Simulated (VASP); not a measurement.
# MoS2 (P-3m1) in VASP: further runs

The runs below take MoS2 through single point, with r2SCAN.

Program: VASP 6.6.1. These are calculated values, not measurements. Logs are shortened: lines on timing, memory, paths and dates and some standing lists are left out, and cuts for length are marked.

## 1. The cell of the first run

It takes space group P-3m1 (No. 164, trigonal). The conventional cell has a = 3.406 Å, b = 3.406 Å, c = 5.630 Å, α = 90.00°, β = 90.00°, γ = 120.00°. Within 3.2 Å of Mo (site symmetry -3m) lie 6 S at 2.41 Å. S (site symmetry 3m) has 3 Mo at 2.41 Å within 3.2 Å.

## 2. Single point, r2SCAN

Contents of POSCAR:

```
MoS2
1.0
    3.4058326072      0.0000000000      0.0000000000
   -1.7029163036      2.9495375588      0.0000000000
    0.0000000000      0.0000000000      5.6295550117
Mo S
1 2
Direct
    0.0000000000      0.0000000000      0.5000000000
    0.3333333333      0.6666666667      0.2533961981
    0.6666666667      0.3333333333      0.7466038019
```

Contents of INCAR.step1:

```
SYSTEM = MoS2
PREC = Accurate
ENCUT = 520
ISMEAR = 0
SIGMA = 0.15
LREAL = .False.
LASPH = .True.
NELM = 60
NBANDS = 20
GGA = PE
ALGO = Normal
EDIFF = 1E-4
LWAVE = .True.
LCHARG = .False.
```

Contents of INCAR.step2:

```
SYSTEM = MoS2
PREC = Accurate
ENCUT = 520
EDIFF = 1E-6
ISMEAR = 0
SIGMA = 0.15
LREAL = .False.
LASPH = .True.
NELM = 60
ALGO = Normal
ISIF = 2
LWAVE = .False.
LCHARG = .False.
METAGGA = R2SCAN
LMIXTAU = .True.
NBANDS = 20
ISTART = 1
```

Contents of KPOINTS:

```
regular mesh
0
Gamma
  18 18 8
  0 0 0
```

Potentials or basis: VASP PAW PBE potentials, release 64 (Mo_sv, S).

Command:

```console
cat potpaw_PBE.64/Mo_sv/POTCAR potpaw_PBE.64/S/POTCAR > POTCAR
cp INCAR.step1 INCAR
mpirun -np 1 vasp_std > vasp.out
cp INCAR.step2 INCAR
mpirun -np 1 vasp_std > vasp.out
```

OUTCAR:

```text
SYSTEM = MoS2
   PREC = Accurate
   ENCUT = 520
   EDIFF = 1E-6
   ISMEAR = 0
   LREAL = .False.
   LASPH = .True.
   NELM = 60
   ISIF = 2
   METAGGA = R2SCAN
   ISTART = 1

 ion  position               nearest neighbor table
   1  0.000  0.000  0.500-   2 2.41   3 2.41   2 2.41   3 2.41   3 2.41   2 2.41
   2  0.333  0.667  0.253-   1 2.41   1 2.41   1 2.41
   3  0.667  0.333  0.747-   1 2.41   1 2.41   1 2.41

  LATTYP: Found a hexagonal cell.
 ALAT       =     3.4058326072
 C/A-ratio  =     1.6529159418

  Lattice vectors:

 A1 = (   3.4058326072,   0.0000000000,   0.0000000000)
 A2 = (  -1.7029163036,   2.9495375588,   0.0000000000)
 A3 = (   0.0000000000,   0.0000000000,   5.6295550117)

Analysis of symmetry for initial positions (statically):
=====================================================================
 Subroutine PRICEL returns:
 Original cell was already a primitive cell.

 Routine SETGRP: Setting up the symmetry group for a
 hexagonal supercell.

 Subroutine GETGRP returns: Found 12 space group operations
 (whereof 12 operations were pure point group operations)
 out of a pool of 24 trial point group operations.

The static configuration has the point symmetry D_3d.

Analysis of symmetry for dynamics (positions and initial velocities):
=====================================================================
 Subroutine PRICEL returns:
 Original cell was already a primitive cell.

 Routine SETGRP: Setting up the symmetry group for a
 hexagonal supercell.

 Subroutine GETGRP returns: Found 12 space group operations
 (whereof 12 operations were pure point group operations)
 out of a pool of 24 trial point group operations.

The dynamic configuration has the point symmetry D_3d.

 Subroutine INISYM returns: Found 12 space group operations
 (whereof 12 operations are pure point group operations),
 and found     1 'primitive' translations

----------------------------------------------------------------------------------------

                                     Primitive cell

  volume of cell :      56.5524

  direct lattice vectors                    reciprocal lattice vectors
     3.405832607  0.000000000  0.000000000     0.293613960  0.169518099  0.000000000
    -1.702916304  2.949537559  0.000000000     0.000000000  0.339036198  0.000000000
     0.000000000  0.000000000  5.629555012     0.000000000  0.000000000  0.177633933

  length of vectors
     3.405832607  3.405832607  5.629555012     0.339036198  0.339036198  0.177633933

  position of ions in fractional coordinates (direct lattice)
     0.000000000  0.000000000  0.500000000
     0.333333333  0.666666667  0.253396198
     0.666666667  0.333333333  0.746603802

  ion indices of the primitive-cell ions
   primitive index   ion index
                 1           1
                 2           2
                 3           3

----------------------------------------------------------------------------------------

 KPOINTS: regular mesh

Automatic generation of k-mesh.
 Grid dimensions read from file:
 generate k-points for:   18   18    8

 Generating k-lattice:

  Cartesian coordinates                     Fractional coordinates (reciprocal lattice)
     0.016311887  0.009417672  0.000000000     0.055555556 -0.000000000  0.000000000
     0.000000000  0.018835344  0.000000000     0.000000000  0.055555556  0.000000000
     0.000000000  0.000000000  0.022204242     0.000000000  0.000000000  0.125000000

  Length of vectors
     0.018835344  0.018835344  0.022204242

  Shift w.r.t. Gamma in fractional coordinates (k-lattice)
     0.000000000  0.000000000  0.000000000

 Subroutine IBZKPT returns following result:
 ===========================================

 Found    266 irreducible k-points:

 Following reciprocal coordinates:
            Coordinates               Weight
  0.000000  0.000000  0.000000      1.000000
  0.055556  0.000000  0.000000      6.000000
  0.111111  0.000000  0.000000      6.000000
  0.166667  0.000000  0.000000      6.000000
  0.222222  0.000000  0.000000      6.000000
  0.277778 -0.000000  0.000000      6.000000
[... 16 lines left out ...]
  0.333333  0.111111  0.000000     12.000000
  0.388889  0.111111  0.000000     12.000000
 [... further k-points ...]
   k-points           NKPTS =    266   k-points in BZ     NKDIM =    266   number of bands    NBANDS=     20
   number of dos      NEDOS =    301   number of ions     NIONS =      3
   total plane-waves  NPLWV =  32928
   dimension x,y,z NGX =    28 NGY =   28 NGZ =   42
   dimension x,y,z NGXF=    56 NGYF=   56 NGZF=   84
   ions per type =               1   2
   NGX,Y,Z   is equivalent  to a cutoff of  13.67, 13.67, 12.40 a.u.
   NGXF,Y,Z  is equivalent  to a cutoff of  27.33, 27.33, 24.81 a.u.
 SYSTEM =  MoS2
   PREC   = accura    normal or accurate (medium, high low for compatibility)
   ISTART =      1    job   : 0-new  1-cont  2-samecut
   ICHARG =      0    charge: 1-file 2-atom 10-const
   ISPIN  =      1    spin polarized calculation?
   LNONCOLLINEAR =      F non collinear calculations
   LSORBIT =      F    spin-orbit coupling
   LASPH  =      T    aspherical Exc in radial PAW
   ENCUT  =  520.0 eV  38.22 Ry    6.18 a.u.   6.33  6.33 10.47*2*pi/ulx,y,z
   NELM   =     60;   NELMIN=  2; NELMDL=  0     # of ELM steps
   EDIFF  = 0.1E-05   stopping-criterion for ELM
   LREAL  =      F    real-space projection
   EDIFFG = 0.1E-04   stopping-criterion for IOM
   NSW    =      0    number of steps for IOM
   IBRION =     -1    ionic relax: 0-MD 1-quasi-New 2-CG
   NFREE  =      0    steps in history (QN), initial steepest desc. (CG)
   ISIF   =      2    stress and relaxation
   ISYM   =      2    0-nonsym 1-usesym 2-fastsym
   POTIM  = 0.5000    time-step for ionic-motion
   TEBEG  =    0.0;   TEEND  =   0.0 temperature during run
   PSTRESS=    0.0 pullay stress
   NELECT =      26.0000    total number of electrons
   NUPDOWN=      -1.0000    fix difference up-down
   EMIN   =  10.00;   EMAX   =-10.00  energy-range for DOS
   EFERMI =   0.00;   METHOD = LEGACY
   ISMEAR =     0;   SIGMA  =   0.15  broadening in eV -4-tet -1-fermi 0-gaus
   EFERMI_NEDOS =   21; number of points for ismear=-14 and -15
   IALGO  =     38    algorithm
   IMIX   =      4    mixing-type and parameters
     AMIX     =   0.40;   BMIX     =  1.00
     AMIX_MAG =   1.60;   BMIX_MAG =  1.00
  volume/ion in A,a.u.               =      18.85       127.21
  Fermi-wavevector in a.u.,A,eV,Ry     =   1.263520  2.387707 21.721473  1.596483
  Thomas-Fermi vector in A             =   2.396873
   LORBIT       =      0    0 simple, 1 ext, 2 COOP (PROOUT), +10 PAW based schemes
   METAGGA = R2SCAN    functional components
   LHFCALC =     F    Hartree Fock is set to
   AEXX    =    0.0000 exact exchange contribution
   IVDW    =     0    specifies the selected vdW correction
   LEPSILON=     F    determine dielectric tensor
   LRPA    =     F    only Hartree local field effects (RPA)
 non-spin polarized calculation
 Gauss-broadening in eV      SIGMA  =   0.15
  energy-cutoff  :      520.00
  volume of cell :       56.55
 maximum number of plane-waves:      1545
 NGX is ok and might be reduce to    28
   NGX = 13   NGY = 13   NGZ = 21

 number of electron      26.0000002 magnetization

 Free energy of the ion-electron system (eV)
  ---------------------------------------------------
  ext. energy  EPLUGINS =         0.00000000
  ---------------------------------------------------
  free energy    TOTEN  =       -43.92430048 eV

  energy without entropy =      -43.90883352  energy(sigma->0) =      -43.91656700

 E-fermi :   6.7684     XC(G=0): -11.1933

 val. band max:        6.7678065305   @ k =   0.3333   0.3333   0.0000
 cond. band min:       6.7726136635   @ k =   0.2778   0.2778   0.2500
 fundamental gap:      0.0048071329
 Fermi energy:         6.7684181501

 k-point     1 :       0.0000    0.0000    0.0000
  band No.  band energies     occupation
      1     -56.9530      2.00000
      2     -30.3240      2.00000
      3     -30.3240      2.00000
      4     -30.1683      2.00000
      5      -8.5695      2.00000
      6      -6.5269      2.00000
[... 12 lines left out ...]
     19      13.8770      0.00000
     20      16.3258      0.00000

 k-point     2 :       0.0556    0.0000    0.0000
  band No.  band energies     occupation
      1     -56.9525      2.00000
      2     -30.3306      2.00000
      3     -30.3255      2.00000
      4     -30.1670      2.00000
      5      -8.5266      2.00000
      6      -6.5341      2.00000
[... 12 lines left out ...]
     19      14.0468      0.00000
     20      16.2619      0.00000

 k-point     3 :       0.1111    0.0000    0.0000
  band No.  band energies     occupation
      1     -56.9510      2.00000
      2     -30.3495      2.00000
      3     -30.3298      2.00000
      4     -30.1632      2.00000
      5      -8.4010      2.00000
      6      -6.5548      2.00000
[... 12 lines left out ...]
     19      14.5150      0.00000
     20      16.1386      0.00000

 k-point     4 :       0.1667    0.0000    0.0000
  band No.  band energies     occupation
      1     -56.9487      2.00000
      2     -30.3784      2.00000
      3     -30.3364      2.00000
      4     -30.1574      2.00000
      5      -8.2017      2.00000
      6      -6.5863      2.00000
[... 12 lines left out ...]
     19      15.1403      0.00000
     20      16.1357      0.00000

 k-point     5 :       0.2222    0.0000    0.0000
  band No.  band energies     occupation
      1     -56.9458      2.00000
      2     -30.4137      2.00000
      3     -30.3445      2.00000
      4     -30.1503      2.00000
      5      -7.9447      2.00000
      6      -6.6232      2.00000
[... 12 lines left out ...]
     19      15.6429      0.00000
     20      16.3295      0.00000
[... 353 lines left out ...]
      6      -6.6702      2.00000
[... 12 lines left out ...]
     19      15.5803      0.00000
     20      15.8714      0.00000

 k-point    22 :       0.2778    0.1111    0.0000
  band No.  band energies     occupation
      1     -56.9392      2.00000
      2     -30.4848      2.00000
      3     -30.3738      2.00000
      4     -30.1336      2.00000
      5      -7.2873      2.00000
      6      -6.6843      2.00000
[... 12 lines left out ...]
     19      15.1495      0.00000
     20      15.5829      0.00000

 k-point    23 :       0.3333    0.1111    0.0000
  band No.  band energies     occupation
      1     -56.9370      2.00000
      2     -30.5092      2.00000
      3     -30.3822      2.00000
      4     -30.1281      2.00000
      5      -7.0845      2.00000
      6      -6.6537      2.00000
[... 12 lines left out ...]
     19      14.6965      0.00000
     20      15.5106      0.00000

 k-point    24 :       0.3889    0.1111    0.0000
  band No.  band energies     occupation
      1     -56.9355      2.00000
      2     -30.5250      2.00000
      3     -30.3877      2.00000
      4     -30.1246      2.00000
      5      -6.9935      2.00000
      6      -6.5777      2.00000
[... 12 lines left out ...]
     19      14.3878      0.00000
     20      15.5426      0.00000

 [... further k-points ...]
[... 5 lines left out ...]
  --------------------------------------------------------------------------------------
  -------------------------------------------------------------------------------------
  Total       -1.1916651     -1.1916651      3.0667396      0.0000000      0.0000000     -0.0000000
  in kB      -33.7608595    -33.7608595     86.8832745      0.0000000      0.0000000     -0.0000000
  external PRESSURE =       6.4538518 kB  Pullay stress =       0.0000000 kB

 VOLUME and BASIS-vectors are now :
 -----------------------------------------------------------------------------
  energy-cutoff  :      520.00
  volume of cell :       56.55
      direct lattice vectors                 reciprocal lattice vectors
     3.405832607  0.000000000  0.000000000     0.293613960  0.169518099  0.000000000
    -1.702916304  2.949537559  0.000000000     0.000000000  0.339036198  0.000000000
     0.000000000  0.000000000  5.629555012     0.000000000  0.000000000  0.177633933

 POSITION                                       TOTAL-FORCE (eV/Angst)
 -----------------------------------------------------------------------------------
      0.00000      0.00000      2.81478        -0.000000      0.000000      0.000000
     -0.00000      1.96636      1.42651        -0.000000      0.000000     -1.006145
      1.70292      0.98318      4.20305         0.000000     -0.000000      1.006145
 -----------------------------------------------------------------------------------
    total drift:                               -0.000000      0.000000      0.000000

  FREE ENERGIE OF THE ION-ELECTRON SYSTEM (eV)
  ---------------------------------------------------
  free  energy   TOTEN  =       -43.9243004840 eV

  energy  without entropy=      -43.9088335214  energy(sigma->0) =      -43.91656700
```

Run time: 12 min. Hardware: 1 thread of AMD EPYC 9R45 (Zen 5), shared host; peak memory 0.36 GiB.

What came out:

```
Free energy            : -43.9243 eV
Pressure               : 0.6 GPa
Largest force          : 1.006 eV/Å
Band gap on the k mesh : zero (bands 13 and 14 overlap by 1.04 eV)
```

Forces on the atoms (eV/Å):
```
Mo   0.000  0.000  0.000
S    0.000  0.000 -1.006
S    0.000  0.000  1.006
```

Stress tensor (GPa, compression positive):
```
-3.38  0.00  0.00
 0.00 -3.38  0.00
 0.00  0.00  8.69
```

Caveat: the PAW data sets were made with another functional, which shifts forces and pressure a little.

[end of part 1 of 2]
